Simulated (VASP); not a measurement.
# InRh (Pm-3m) in VASP: single point with LDA

Aim: the single point of InRh with LDA.

Program: VASP 6.6.1. These are calculated values, not measurements. Logs are shortened: lines on timing, memory, paths and dates and some standing lists are left out, and cuts for length are marked.

**1. The cell of the first run**

It takes space group Pm-3m (No. 221, cubic). The conventional cell has a = 3.196 Å, b = 3.196 Å, c = 3.196 Å, α = 90.00°, β = 90.00°, γ = 90.00°. In (site symmetry m-3m) has 8 Rh at 2.77 Å and 6 In at 3.20 Å within 3.6 Å. Rh (site symmetry m-3m) has 8 In at 2.77 Å and 6 Rh at 3.20 Å within 3.6 Å.

**2. Single point, LDA**

INCAR

```
ALGO = Normal
EDIFF = 1E-7
ENCUT = 520
ISIF = 2
ISMEAR = 0
LASPH = T
LCHARG = F
LREAL = F
LWAVE = F
NBANDS = 21
NELM = 100
PREC = Accurate
SIGMA = 0.02
```

KPOINTS

```
k-points
0
Gamma
  9 9 9
```

POSCAR

```
InRh
1.0
    3.1960000000      0.0000000000      0.0000000000
    0.0000000000      3.1960000000      0.0000000000
    0.0000000000      0.0000000000      3.1960000000
In Rh
1 1
Direct
    0.5000000000      0.5000000000      0.5000000000
    0.0000000000      0.0000000000      0.0000000000
```

Potentials or basis: VASP PAW LDA potentials, release 64 (In_d, Rh_pv).

Launch:

```sh
cat potpaw_LDA.64/In_d/POTCAR potpaw_LDA.64/Rh_pv/POTCAR > POTCAR
mpirun -np 1 vasp_std > vasp.out
```

OUTCAR:

```text
EDIFF = 1E-7
   ENCUT = 520
   ISIF = 2
   ISMEAR = 0
   LASPH = T
   LREAL = F
   NELM = 100
   PREC = Accurate

 ion  position               nearest neighbor table
   1  0.500  0.500  0.500-   2 2.77   2 2.77   2 2.77   2 2.77   2 2.77   2 2.77   2 2.77   2 2.77

   2  0.000  0.000  0.000-   1 2.77   1 2.77   1 2.77   1 2.77   1 2.77   1 2.77   1 2.77   1 2.77

  LATTYP: Found a simple cubic cell.
 ALAT       =     3.1960000000

  Lattice vectors:

 A1 = (   3.1960000000,   0.0000000000,   0.0000000000)
 A2 = (   0.0000000000,   3.1960000000,   0.0000000000)
 A3 = (   0.0000000000,   0.0000000000,   3.1960000000)

Analysis of symmetry for initial positions (statically):
=====================================================================
 Subroutine PRICEL returns:
 Original cell was already a primitive cell.

 Routine SETGRP: Setting up the symmetry group for a
 simple cubic supercell.

 Subroutine GETGRP returns: Found 48 space group operations
[... 9 lines left out ...]

 Routine SETGRP: Setting up the symmetry group for a
 simple cubic supercell.

 Subroutine GETGRP returns: Found 48 space group operations
[... 11 lines left out ...]
                                     Primitive cell

  volume of cell :      32.6453

  direct lattice vectors                    reciprocal lattice vectors
     3.196000000  0.000000000  0.000000000     0.312891114  0.000000000  0.000000000
     0.000000000  3.196000000  0.000000000     0.000000000  0.312891114  0.000000000
     0.000000000  0.000000000  3.196000000     0.000000000  0.000000000  0.312891114

  length of vectors
     3.196000000  3.196000000  3.196000000     0.312891114  0.312891114  0.312891114

  position of ions in fractional coordinates (direct lattice)
     0.500000000  0.500000000  0.500000000
     0.000000000  0.000000000  0.000000000

  ion indices of the primitive-cell ions
   primitive index   ion index
                 1           1
                 2           2

----------------------------------------------------------------------------------------

 KPOINTS: k-points

Automatic generation of k-mesh.
 Grid dimensions read from file:
 generate k-points for:    9    9    9

 Generating k-lattice:

  Cartesian coordinates                     Fractional coordinates (reciprocal lattice)
     0.034765679  0.000000000  0.000000000     0.111111111  0.000000000  0.000000000
     0.000000000  0.034765679  0.000000000     0.000000000  0.111111111  0.000000000
     0.000000000  0.000000000  0.034765679     0.000000000  0.000000000  0.111111111

  Length of vectors
     0.034765679  0.034765679  0.034765679

  Shift w.r.t. Gamma in fractional coordinates (k-lattice)
     0.000000000  0.000000000  0.000000000

 Subroutine IBZKPT returns following result:
 ===========================================

 Found     35 irreducible k-points:

 Following reciprocal coordinates:
            Coordinates               Weight
  0.000000  0.000000  0.000000      1.000000
  0.111111  0.000000  0.000000      6.000000
  0.222222  0.000000  0.000000      6.000000
  0.333333  0.000000  0.000000      6.000000
  0.444444  0.000000  0.000000      6.000000
  0.111111  0.111111  0.000000     12.000000
[... 16 lines left out ...]
  0.333333  0.333333  0.111111     24.000000
  0.444444  0.333333  0.111111     48.000000
 [... further k-points ...]
   k-points           NKPTS =     35   k-points in BZ     NKDIM =     35   number of bands    NBANDS=     21
   number of dos      NEDOS =    301   number of ions     NIONS =      2
   total plane-waves  NPLWV =  13824
   dimension x,y,z NGX =    24 NGY =   24 NGZ =   24
   dimension x,y,z NGXF=    48 NGYF=   48 NGZF=   48
   ions per type =               1   1
   NGX,Y,Z   is equivalent  to a cutoff of  12.48, 12.48, 12.48 a.u.
   NGXF,Y,Z  is equivalent  to a cutoff of  24.97, 24.97, 24.97 a.u.
 SYSTEM =  unknown system
   PREC   = accura    normal or accurate (medium, high low for compatibility)
   ISTART =      0    job   : 0-new  1-cont  2-samecut
   ICHARG =      2    charge: 1-file 2-atom 10-const
   ISPIN  =      1    spin polarized calculation?
   LNONCOLLINEAR =      F non collinear calculations
   LSORBIT =      F    spin-orbit coupling
   LASPH  =      T    aspherical Exc in radial PAW
   ENCUT  =  520.0 eV  38.22 Ry    6.18 a.u.   5.94  5.94  5.94*2*pi/ulx,y,z
   NELM   =    100;   NELMIN=  2; NELMDL= -5     # of ELM steps
   EDIFF  = 0.1E-06   stopping-criterion for ELM
   LREAL  =      F    real-space projection
   EDIFFG = 0.1E-05   stopping-criterion for IOM
   NSW    =      0    number of steps for IOM
   IBRION =     -1    ionic relax: 0-MD 1-quasi-New 2-CG
   NFREE  =      0    steps in history (QN), initial steepest desc. (CG)
   ISIF   =      2    stress and relaxation
   ISYM   =      2    0-nonsym 1-usesym 2-fastsym
   POTIM  = 0.5000    time-step for ionic-motion
   TEBEG  =    0.0;   TEEND  =   0.0 temperature during run
   PSTRESS=    0.0 pullay stress
   NELECT =      28.0000    total number of electrons
   NUPDOWN=      -1.0000    fix difference up-down
   EMIN   =  10.00;   EMAX   =-10.00  energy-range for DOS
   EFERMI =   0.00;   METHOD = LEGACY
   ISMEAR =     0;   SIGMA  =   0.02  broadening in eV -4-tet -1-fermi 0-gaus
   EFERMI_NEDOS =   21; number of points for ismear=-14 and -15
   IALGO  =     38    algorithm
   IMIX   =      4    mixing-type and parameters
     AMIX     =   0.40;   BMIX     =  1.00
     AMIX_MAG =   1.60;   BMIX_MAG =  1.00
  volume/ion in A,a.u.               =      16.32       110.15
  Fermi-wavevector in a.u.,A,eV,Ry     =   1.555443  2.939361 32.917971  2.419403
  Thomas-Fermi vector in A             =   2.659383
   LORBIT       =      0    0 simple, 1 ext, 2 COOP (PROOUT), +10 PAW based schemes
   GGA     = CA    functional components
   LHFCALC =     F    Hartree Fock is set to
   AEXX    =    0.0000 exact exchange contribution
   IVDW    =     0    specifies the selected vdW correction
   LEPSILON=     F    determine dielectric tensor
   LRPA    =     F    only Hartree local field effects (RPA)
 non-spin polarized calculation
 Gauss-broadening in eV      SIGMA  =   0.02
  energy-cutoff  :      520.00
  volume of cell :       32.65
 maximum number of plane-waves:       897
 NGX is ok and might be reduce to    24
   NGX = 11   NGY = 11   NGZ = 11

 number of electron      28.0000003 magnetization

 Free energy of the ion-electron system (eV)
  ---------------------------------------------------
  ext. energy  EPLUGINS =         0.00000000
  ---------------------------------------------------
  free energy    TOTEN  =       -12.78010995 eV

  energy without entropy =      -12.77950435  energy(sigma->0) =      -12.77980715

 E-fermi :  11.4219     XC(G=0): -13.1011

 val. band max:       11.4218473027   @ k =   0.4444   0.1111   0.0000
 cond. band min:      11.4387979074   @ k =   0.4444   0.2222   0.0000
 fundamental gap:      0.0169506047
 Fermi energy:        11.4218581742

 k-point     1 :       0.0000    0.0000    0.0000
  band No.  band energies     occupation
      1     -34.5426      2.00000
      2     -34.5426      2.00000
      3     -34.5426      2.00000
      4      -3.5931      2.00000
      5      -3.5931      2.00000
      6      -3.0861      2.00000
[... 13 lines left out ...]
     20      23.2067      0.00000
     21      27.4275      0.00000

 k-point     2 :       0.1111    0.0000    0.0000
  band No.  band energies     occupation
      1     -34.5507      2.00000
      2     -34.5421      2.00000
      3     -34.5421      2.00000
      4      -3.5836      2.00000
      5      -3.5417      2.00000
      6      -3.1006      2.00000
[... 13 lines left out ...]
     20      24.3113      0.00000
     21      27.2814      0.00000

 k-point     3 :       0.2222    0.0000    0.0000
  band No.  band energies     occupation
      1     -34.5712      2.00000
      2     -34.5406      2.00000
      3     -34.5406      2.00000
      4      -3.5594      2.00000
      5      -3.4122      2.00000
      6      -3.1370      2.00000
[... 13 lines left out ...]
     20      27.0296      0.00000
     21      27.3542      0.00000

 k-point     4 :       0.3333    0.0000    0.0000
  band No.  band energies     occupation
      1     -34.5945      2.00000
      2     -34.5390      2.00000
      3     -34.5390      2.00000
      4      -3.5318      2.00000
      5      -3.2659      2.00000
      6      -3.1781      2.00000
[... 13 lines left out ...]
     20      25.8849      0.00000
     21      25.8882      0.00000

 k-point     5 :       0.4444    0.0000    0.0000
  band No.  band energies     occupation
      1     -34.6096      2.00000
      2     -34.5379      2.00000
      3     -34.5379      2.00000
      4      -3.5137      2.00000
      5      -3.2046      2.00000
      6      -3.2046      2.00000
[... 13 lines left out ...]
     20      23.7258      0.00000
     21      23.7258      0.00000
[... 382 lines left out ...]
     20      24.7024      0.00000
     21      25.8384      0.00000

 k-point    22 :       0.4444    0.2222    0.1111
  band No.  band energies     occupation
      1     -34.6053      2.00000
      2     -34.5644      2.00000
      3     -34.5431      2.00000
      4      -3.3711      2.00000
      5      -3.3473      2.00000
      6      -3.2513      2.00000
[... 13 lines left out ...]
     20      24.3493      0.00000
     21      26.4250      0.00000

 k-point    23 :       0.3333    0.3333    0.1111
  band No.  band energies     occupation
      1     -34.5887      2.00000
      2     -34.5875      2.00000
      3     -34.5424      2.00000
      4      -3.3876      2.00000
      5      -3.3391      2.00000
      6      -3.2389      2.00000
[... 13 lines left out ...]
     20      23.7464      0.00000
     21      25.1273      0.00000

 k-point    24 :       0.4444    0.3333    0.1111
  band No.  band energies     occupation
      1     -34.6026      2.00000
      2     -34.5865      2.00000
      3     -34.5411      2.00000
      4      -3.4428      2.00000
      5      -3.3223      2.00000
      6      -3.2677      2.00000
[... 13 lines left out ...]
     20      23.3858      0.00000
     21      25.6451      0.00000

 [... further k-points ...]

------------------------ aborting loop because EDIFF is reached ----------------------------------------

  FORCE on cell =-STRESS in cart. coord.  units (eV):
  Direction    XX          YY          ZZ          XY          YZ          ZX
  --------------------------------------------------------------------------------------
  -------------------------------------------------------------------------------------
  Total       -1.0787338     -1.0787338     -1.0787338     -0.0000000     -0.0000000     -0.0000000
  in kB      -52.9425134    -52.9425134    -52.9425134     -0.0000000     -0.0000000     -0.0000000
  external PRESSURE =     -52.9425134 kB  Pullay stress =       0.0000000 kB

 VOLUME and BASIS-vectors are now :
 -----------------------------------------------------------------------------
  energy-cutoff  :      520.00
  volume of cell :       32.65
      direct lattice vectors                 reciprocal lattice vectors
     3.196000000  0.000000000  0.000000000     0.312891114  0.000000000  0.000000000
     0.000000000  3.196000000  0.000000000     0.000000000  0.312891114  0.000000000
     0.000000000  0.000000000  3.196000000     0.000000000  0.000000000  0.312891114

 POSITION                                       TOTAL-FORCE (eV/Angst)
 -----------------------------------------------------------------------------------
      1.59800      1.59800      1.59800         0.000000      0.000000      0.000000
      0.00000      0.00000      0.00000         0.000000      0.000000      0.000000
 -----------------------------------------------------------------------------------
    total drift:                                0.000000      0.000000     -0.000000

  FREE ENERGIE OF THE ION-ELECTRON SYSTEM (eV)
  ---------------------------------------------------
  free  energy   TOTEN  =       -12.7801099522 eV

  energy  without entropy=      -12.7795043478  energy(sigma->0) =      -12.77980715
```

It took 11 s on 1 thread of Intel Xeon Platinum 8488C (Sapphire Rapids), shared host; peak memory 0.13 GiB.

What came out:

| Property | Result |
| --- | --- |
| Free energy | -12.7801 eV |
| Pressure | -5.3 GPa |
| Band gap on the k mesh | zero (band 14 reaches 12.39 eV, above the bottom of band 15 at 11.00 eV) |

Caveat: spin-orbit coupling is left out, which moves the levels of the heavy elements.
